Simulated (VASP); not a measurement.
# CdTe (F-43m) in VASP: notebook

CdTe is run at these levels: PBE, PBEsol; tasks: single point.

All numbers are computed with VASP 6.6.1; they aren't measurements. Logs are shortened: lines on timing, memory, paths and dates and some standing lists are left out, and cuts for length are marked.

## Step 1: The cell of the first run

It takes space group F-43m (No. 216, cubic). The conventional cell has a = 6.494 Å, b = 6.494 Å, c = 6.494 Å, α = 90.00°, β = 90.00°, γ = 90.00°. Within 3.7 Å of Te (site symmetry -43m) lie 4 Cd at 2.81 Å. Within 3.7 Å of Cd (site symmetry -43m) lie 4 Te at 2.81 Å.

## Step 2: Single point, PBE (volume scaled by 1.04)

INCAR reads:

```
SYSTEM = CdTe
PREC     = Accurate       ! precision mode
ENCUT    = 520            ! plane-wave cutoff, eV
EDIFF    = 1E-6           ! SCF threshold, eV
ISMEAR   = -1             ! smearing method
SIGMA    = 0.05           ! smearing width, eV
LREAL    = .False.        ! projectors in reciprocal space
LASPH    = .True.         ! aspherical terms in the spheres
NELM     = 100            ! most SCF steps
ALGO     = Normal         ! electronic algorithm
ISIF     = 2              ! what is computed and relaxed
LWAVE    = .False.        ! write WAVECAR
LCHARG   = .True.         ! write CHGCAR
GGA      = PE             ! functional
LELF     = .True.         ! ELF
LVHAR    = .True.       
NBANDS   = 16             ! bands
```

KPOINTS reads:

```
Automatic mesh
0
Gamma
  7 7 7
  0 0 0
```

POSCAR reads:

```
CdTe
1.0
    0.0000000000      3.2471758892      3.2471758892
    3.2471758892      0.0000000000      3.2471758892
    3.2471758892      3.2471758892      0.0000000000
Te Cd
1 1
Direct
    0.7500000000      0.7500000000      0.7500000000
    0.0000000000      0.0000000000      0.0000000000
```

Potentials or basis: VASP PAW PBE potentials, release 64 (Te, Cd).

Command:

```console
$ cat potpaw_PBE.64/Te/POTCAR potpaw_PBE.64/Cd/POTCAR > POTCAR
$ mpirun -np 1 vasp_std > vasp.out
```

OUTCAR:

```text
SYSTEM = CdTe
   PREC = Accurate
   ENCUT = 520
   EDIFF = 1E-6
   ISMEAR = -1
   LREAL = .False.
   LASPH = .True.
   NELM = 100
   ISIF = 2
   GGA = PE

 ion  position               nearest neighbor table
   1  0.750  0.750  0.750-   2 2.81   2 2.81   2 2.81   2 2.81
   2  0.000  0.000  0.000-   1 2.81   1 2.81   1 2.81   1 2.81

  LATTYP: Found a face centered cubic cell.
 ALAT       =     6.4943517784

  Lattice vectors:

 A1 = (   0.0000000000,   3.2471758892,   3.2471758892)
 A2 = (   3.2471758892,   0.0000000000,   3.2471758892)
 A3 = (   3.2471758892,   3.2471758892,   0.0000000000)

Analysis of symmetry for initial positions (statically):
=====================================================================
 Subroutine PRICEL returns:
 Original cell was already a primitive cell.

 Routine SETGRP: Setting up the symmetry group for a
 face centered cubic supercell.

 Subroutine GETGRP returns: Found 24 space group operations
 (whereof 24 operations were pure point group operations)
 out of a pool of 48 trial point group operations.

The static configuration has the point symmetry T_d .

Analysis of symmetry for dynamics (positions and initial velocities):
=====================================================================
 Subroutine PRICEL returns:
 Original cell was already a primitive cell.

 Routine SETGRP: Setting up the symmetry group for a
 face centered cubic supercell.

 Subroutine GETGRP returns: Found 24 space group operations
 (whereof 24 operations were pure point group operations)
 out of a pool of 48 trial point group operations.

The dynamic configuration has the point symmetry T_d .

 Subroutine INISYM returns: Found 24 space group operations
 (whereof 24 operations are pure point group operations),
 and found     1 'primitive' translations

----------------------------------------------------------------------------------------

                                     Primitive cell

  volume of cell :      68.4774

  direct lattice vectors                    reciprocal lattice vectors
     0.000000000  3.247175889  3.247175889    -0.153979956  0.153979956  0.153979956
     3.247175889  0.000000000  3.247175889     0.153979956 -0.153979956  0.153979956
     3.247175889  3.247175889  0.000000000     0.153979956  0.153979956 -0.153979956

  length of vectors
     4.592200182  4.592200182  4.592200182     0.266701107  0.266701107  0.266701107

  position of ions in fractional coordinates (direct lattice)
     0.750000000  0.750000000  0.750000000
     0.000000000  0.000000000  0.000000000

  ion indices of the primitive-cell ions
   primitive index   ion index
                 1           1
                 2           2

----------------------------------------------------------------------------------------

 KPOINTS: Automatic mesh

Automatic generation of k-mesh.
 Grid dimensions read from file:
 generate k-points for:    7    7    7

 Generating k-lattice:

  Cartesian coordinates                     Fractional coordinates (reciprocal lattice)
    -0.021997137  0.021997137  0.021997137     0.142857143  0.000000000  0.000000000
     0.021997137 -0.021997137  0.021997137     0.000000000  0.142857143  0.000000000
     0.021997137  0.021997137 -0.021997137     0.000000000  0.000000000  0.142857143

  Length of vectors
     0.038100158  0.038100158  0.038100158

  Shift w.r.t. Gamma in fractional coordinates (k-lattice)
     0.000000000  0.000000000  0.000000000

 Subroutine IBZKPT returns following result:
 ===========================================

 Found     20 irreducible k-points:

 Following reciprocal coordinates:
            Coordinates               Weight
  0.000000  0.000000  0.000000      1.000000
  0.142857  0.000000  0.000000      8.000000
  0.285714  0.000000  0.000000      8.000000
  0.428571  0.000000  0.000000      8.000000
  0.142857  0.142857  0.000000      6.000000
  0.285714  0.142857  0.000000     24.000000
[... 12 lines left out ...]
 -0.428571  0.428571  0.142857     24.000000
 -0.285714  0.428571  0.142857     24.000000
   k-points           NKPTS =     20   k-points in BZ     NKDIM =     20   number of bands    NBANDS=     16
   number of dos      NEDOS =    301   number of ions     NIONS =      2
   total plane-waves  NPLWV =  46656
   dimension x,y,z NGX =    36 NGY =   36 NGZ =   36
   dimension x,y,z NGXF=    72 NGYF=   72 NGZF=   72
   ions per type =               1   1
   NGX,Y,Z   is equivalent  to a cutoff of  13.03, 13.03, 13.03 a.u.
   NGXF,Y,Z  is equivalent  to a cutoff of  26.07, 26.07, 26.07 a.u.
 SYSTEM =  CdTe
   PREC   = accura    normal or accurate (medium, high low for compatibility)
   ISTART =      0    job   : 0-new  1-cont  2-samecut
   ICHARG =      2    charge: 1-file 2-atom 10-const
   ISPIN  =      1    spin polarized calculation?
   LNONCOLLINEAR =      F non collinear calculations
   LSORBIT =      F    spin-orbit coupling
   LASPH  =      T    aspherical Exc in radial PAW
   ENCUT  =  520.0 eV  38.22 Ry    6.18 a.u.   8.54  8.54  8.54*2*pi/ulx,y,z
   NELM   =    100;   NELMIN=  2; NELMDL= -5     # of ELM steps
   EDIFF  = 0.1E-05   stopping-criterion for ELM
   LREAL  =      F    real-space projection
   EDIFFG = 0.1E-04   stopping-criterion for IOM
   NSW    =      0    number of steps for IOM
   IBRION =     -1    ionic relax: 0-MD 1-quasi-New 2-CG
   NFREE  =      0    steps in history (QN), initial steepest desc. (CG)
   ISIF   =      2    stress and relaxation
   ISYM   =      2    0-nonsym 1-usesym 2-fastsym
   POTIM  = 0.5000    time-step for ionic-motion
   TEBEG  =    0.0;   TEEND  =   0.0 temperature during run
   PSTRESS=    0.0 pullay stress
   NELECT =      18.0000    total number of electrons
   NUPDOWN=      -1.0000    fix difference up-down
   EMIN   =  10.00;   EMAX   =-10.00  energy-range for DOS
   EFERMI =   0.00;   METHOD = LEGACY
   ISMEAR =    -1;   SIGMA  =   0.05  broadening in eV -4-tet -1-fermi 0-gaus
   EFERMI_NEDOS =   21; number of points for ismear=-14 and -15
   IALGO  =     38    algorithm
   IMIX   =      4    mixing-type and parameters
     AMIX     =   0.40;   BMIX     =  1.00
     AMIX_MAG =   1.60;   BMIX_MAG =  1.00
  volume/ion in A,a.u.               =      34.24       231.05
  Fermi-wavevector in a.u.,A,eV,Ry     =   1.048697  1.981749 14.963205  1.099765
  Thomas-Fermi vector in A             =   2.183629
   LORBIT       =      0    0 simple, 1 ext, 2 COOP (PROOUT), +10 PAW based schemes
   GGA     = PE    functional components
   LHFCALC =     F    Hartree Fock is set to
   AEXX    =    0.0000 exact exchange contribution
   IVDW    =     0    specifies the selected vdW correction
   LEPSILON=     F    determine dielectric tensor
   LRPA    =     F    only Hartree local field effects (RPA)
 non-spin polarized calculation
  energy-cutoff  :      520.00
  volume of cell :       68.48
 maximum number of plane-waves:      1868
 NGX is ok and might be reduce to    36
   NGX = 17   NGY = 17   NGZ = 17

 number of electron      17.9999998 magnetization

 Free energy of the ion-electron system (eV)
  ---------------------------------------------------
  ext. energy  EPLUGINS =         0.00000000
  ---------------------------------------------------
  free energy    TOTEN  =        -4.78071902 eV

  energy without entropy =       -4.78071376  energy(sigma->0) =       -4.78071639

 E-fermi :   2.6994     XC(G=0):  -8.5570

 val. band max:        2.2911978473   @ k =   0.0000   0.0000   0.0000
 cond. band min:       3.0436082956   @ k =   0.0000   0.0000   0.0000
 fundamental gap:      0.7524104483
 Fermi energy:         2.6994258907

 k-point     1 :       0.0000    0.0000    0.0000
  band No.  band energies     occupation
      1      -8.8467      2.00000
      2      -5.9741      2.00000
      3      -5.9741      2.00000
      4      -5.9741      2.00000
      5      -5.7182      2.00000
      6      -5.7182      2.00000
[... 8 lines left out ...]
     15      11.6380      0.00000
     16      11.6380      0.00000

 k-point     2 :       0.1429    0.0000    0.0000
  band No.  band energies     occupation
      1      -8.7727      2.00000
      2      -5.9602      2.00000
      3      -5.9602      2.00000
      4      -5.9142      2.00000
      5      -5.7192      2.00000
      6      -5.7192      2.00000
[... 8 lines left out ...]
     15      10.8530      0.00000
     16      10.8530      0.00000

 k-point     3 :       0.2857    0.0000    0.0000
  band No.  band energies     occupation
      1      -8.6063      2.00000
      2      -5.9321      2.00000
      3      -5.9321      2.00000
      4      -5.7174      2.00000
      5      -5.7174      2.00000
      6      -5.7122      2.00000
[... 8 lines left out ...]
     15      10.8667      0.00000
     16      10.8667      0.00000

 k-point     4 :       0.4286    0.0000    0.0000
  band No.  band energies     occupation
      1      -8.4751      2.00000
      2      -5.9142      2.00000
      3      -5.9142      2.00000
      4      -5.7108      2.00000
      5      -5.7108      2.00000
      6      -5.4288      2.00000
[... 8 lines left out ...]
     15      12.0749      0.00000
     16      12.0749      0.00000
[... 248 lines left out ...]
 k-point    18 :      -0.4286    0.2857    0.1429
  band No.  band energies     occupation
      1      -8.3979      2.00000
      2      -5.8819      2.00000
      3      -5.8702      2.00000
      4      -5.7424      2.00000
      5      -5.7110      2.00000
      6      -5.2989      2.00000
[... 8 lines left out ...]
     15      12.2438      0.00000
     16      13.1752      0.00000

 k-point    19 :      -0.4286    0.4286    0.1429
  band No.  band energies     occupation
      1      -8.3576      2.00000
      2      -5.8479      2.00000
      3      -5.8468      2.00000
      4      -5.7724      2.00000
      5      -5.7009      2.00000
      6      -5.2403      2.00000
[... 8 lines left out ...]
     15      12.9889      0.00000
     16      13.7692      0.00000

 k-point    20 :      -0.2857    0.4286    0.1429
  band No.  band energies     occupation
      1      -8.3482      2.00000
      2      -5.8616      2.00000
      3      -5.8474      2.00000
      4      -5.7488      2.00000
      5      -5.7146      2.00000
      6      -5.1765      2.00000
[... 8 lines left out ...]
     15      12.4299      0.00000
     16      14.2366      0.00000

------------------------ aborting loop because EDIFF is reached ----------------------------------------

  FORCE on cell =-STRESS in cart. coord.  units (eV):
  Direction    XX          YY          ZZ          XY          YZ          ZX
  --------------------------------------------------------------------------------------
  -------------------------------------------------------------------------------------
  Total        1.0359907      1.0359907      1.0359907     -0.0000000     -0.0000000     -0.0000000
  in kB       24.2392407     24.2392407     24.2392407     -0.0000000     -0.0000000     -0.0000000
  external PRESSURE =      24.2392407 kB  Pullay stress =       0.0000000 kB

 VOLUME and BASIS-vectors are now :
 -----------------------------------------------------------------------------
  energy-cutoff  :      520.00
  volume of cell :       68.48
      direct lattice vectors                 reciprocal lattice vectors
     0.000000000  3.247175889  3.247175889    -0.153979956  0.153979956  0.153979956
     3.247175889  0.000000000  3.247175889     0.153979956 -0.153979956  0.153979956
     3.247175889  3.247175889  0.000000000     0.153979956  0.153979956 -0.153979956

 POSITION                                       TOTAL-FORCE (eV/Angst)
 -----------------------------------------------------------------------------------
      4.87076      4.87076      4.87076        -0.000000     -0.000000     -0.000000
      0.00000      0.00000      0.00000         0.000000      0.000000      0.000000
 -----------------------------------------------------------------------------------
    total drift:                                0.000000      0.000000      0.000000

  FREE ENERGIE OF THE ION-ELECTRON SYSTEM (eV)
  ---------------------------------------------------
  free  energy   TOTEN  =        -4.7807190247 eV

  energy  without entropy=       -4.7807137558  energy(sigma->0) =       -4.78071639
```

Run time: 12 s. Hardware: 1 thread of Intel Xeon 6975P-C (Granite Rapids), shared host; peak memory 0.21 GiB.

Results:

| Property | Result |
| --- | --- |
| Free energy | -4.7807 eV |
| Pressure | 2.4 GPa |
| Band gap on the k mesh | 0.75 eV, direct |

Levels at points of the mesh, in eV from the valence-band top:
| k point | band 6 | band 7 | band 8 | band 9 | band 10 | band 11 | band 12 | band 13 |
| --- | --- | --- | --- | --- | --- | --- | --- | --- |
| (0.00, 0.00, 0.00) | -8.01 | 0.00 | 0.00 | 0.00 | 0.75 | 4.61 | 4.61 | 4.61 |

Caveat: spin-orbit coupling is left out, which moves the levels of the heavy elements.

## Step 3: Single point, PBE (volume scaled by 1.06)

INCAR reads:

```
SYSTEM = CdTe
  PREC = Accurate
  ENCUT = 520
  EDIFF = 1E-7
  ISMEAR = -1
  SIGMA = 0.05
  LREAL = .False.
  LASPH = .True.
  NELM = 60
  ALGO = Normal
  ISIF = 2
  LWAVE = .False.
  LCHARG = .False.
  GGA = PE
  NBANDS = 16
```

KPOINTS reads:

```
regular mesh
0
Gamma
  7 7 7
  0 0 0
```

POSCAR reads:

```
CdTe
1.0
    0.0000000000      3.2678590959      3.2678590959
    3.2678590959      0.0000000000      3.2678590959
    3.2678590959      3.2678590959      0.0000000000
Te Cd
1 1
Direct
    0.7500000000      0.7500000000      0.7500000000
    0.0000000000      0.0000000000      0.0000000000
```

Potentials or basis: VASP PAW PBE potentials, release 64 (Te, Cd).

Command:

```console
$ cat potpaw_PBE.64/Te/POTCAR potpaw_PBE.64/Cd/POTCAR > POTCAR
$ mpirun -np 1 vasp_std > vasp.out
```

OUTCAR:

```text
SYSTEM = CdTe
   PREC = Accurate
   ENCUT = 520
   EDIFF = 1E-7
   ISMEAR = -1
   LREAL = .False.
   LASPH = .True.
   NELM = 60
   ISIF = 2
   GGA = PE

 ion  position               nearest neighbor table
   1  0.750  0.750  0.750-   2 2.83   2 2.83   2 2.83   2 2.83
   2  0.000  0.000  0.000-   1 2.83   1 2.83   1 2.83   1 2.83

  LATTYP: Found a face centered cubic cell.
 ALAT       =     6.5357181918

  Lattice vectors:

[... 558 lines left out ...]

------------------------ aborting loop because EDIFF is reached ----------------------------------------

  FORCE on cell =-STRESS in cart. coord.  units (eV):
  Direction    XX          YY          ZZ          XY          YZ          ZX
  --------------------------------------------------------------------------------------
  -------------------------------------------------------------------------------------
  Total        0.6839277      0.6839277      0.6839277     -0.0000000      0.0000000     -0.0000000
  in kB       15.7000420     15.7000420     15.7000420     -0.0000000      0.0000000     -0.0000000
  external PRESSURE =      15.7000420 kB  Pullay stress =       0.0000000 kB

 VOLUME and BASIS-vectors are now :
 -----------------------------------------------------------------------------
  energy-cutoff  :      520.00
  volume of cell :       69.79
      direct lattice vectors                 reciprocal lattice vectors
     0.000000000  3.267859096  3.267859096    -0.153005373  0.153005373  0.153005373
     3.267859096  0.000000000  3.267859096     0.153005373 -0.153005373  0.153005373
     3.267859096  3.267859096  0.000000000     0.153005373  0.153005373 -0.153005373

 POSITION                                       TOTAL-FORCE (eV/Angst)
 -----------------------------------------------------------------------------------
      4.90179      4.90179      4.90179        -0.000000     -0.000000     -0.000000
      0.00000      0.00000      0.00000         0.000000      0.000000      0.000000
 -----------------------------------------------------------------------------------
    total drift:                                0.000000      0.000000      0.000000

  FREE ENERGIE OF THE ION-ELECTRON SYSTEM (eV)
  ---------------------------------------------------
  free  energy   TOTEN  =        -4.7970762200 eV

  energy  without entropy=       -4.7970672846  energy(sigma->0) =       -4.79707175
```

OSZICAR:

```text
N       E                     dE             d eps       ncg     rms          rms(c)
DAV:   1     0.103008943512E+03    0.10301E+03   -0.83208E+03   648   0.977E+02
DAV:   2    -0.122081686201E+01   -0.10423E+03   -0.99123E+02   776   0.236E+02
DAV:   3    -0.499216166184E+01   -0.37713E+01   -0.37665E+01   744   0.467E+01
DAV:   4    -0.502826765471E+01   -0.36106E-01   -0.36104E-01   968   0.408E+00
DAV:   5    -0.502835984579E+01   -0.92191E-04   -0.92191E-04   824   0.191E-01    0.533E+00
DAV:   6    -0.481098871200E+01    0.21737E+00   -0.37163E-01   736   0.718E+00    0.440E+00
DAV:   7    -0.479571901533E+01    0.15270E-01   -0.10611E-01   768   0.209E+00    0.170E+00
DAV:   8    -0.479664247045E+01   -0.92346E-03   -0.10355E-02   696   0.115E+00    0.464E-01
DAV:   9    -0.479698085967E+01   -0.33839E-03   -0.96380E-04   792   0.320E-01    0.104E-01
DAV:  10    -0.479703611475E+01   -0.55255E-04   -0.10964E-04   768   0.102E-01    0.559E-02
DAV:  11    -0.479707743521E+01   -0.41320E-04   -0.82869E-05   736   0.569E-02    0.387E-02
DAV:  12    -0.479707642589E+01    0.10093E-05   -0.33744E-06   752   0.143E-02    0.236E-02
DAV:  13    -0.479707614589E+01    0.28000E-06   -0.66710E-07   824   0.381E-03    0.139E-02
DAV:  14    -0.479707619882E+01   -0.52936E-07   -0.10278E-06   752   0.598E-03    0.678E-03
DAV:  15    -0.479707622003E+01   -0.21211E-07   -0.81573E-08   680   0.240E-03
   1 F= -.47970762E+01 E0= -.47970718E+01  d E =-.893548E-05
```

stdout:

```text
POSCAR found type information on POSCAR TeCd
 POSCAR found :  2 types and       2 ions
 scaLAPACK will be used
 LDA part: xc-table for (Slater+PW92), standard interpolation
 POSCAR, INCAR and KPOINTS ok, starting setup
 FFT: planning ... GRIDC
 FFT: planning ... GRID_SOFT
 FFT: planning ... GRID
 WAVECAR not read
 entering main loop
```

It took 13 s on 1 thread of Intel Xeon 6975P-C (Granite Rapids), shared host; peak memory 0.2 GiB.

What came out:

* Free energy: -4.7971 eV
* Pressure: 1.6 GPa
* Band gap on the k mesh: 0.69 eV, direct

Caveat: spin-orbit coupling is left out, which moves the levels of the heavy elements.

[end of part 1 of 2]
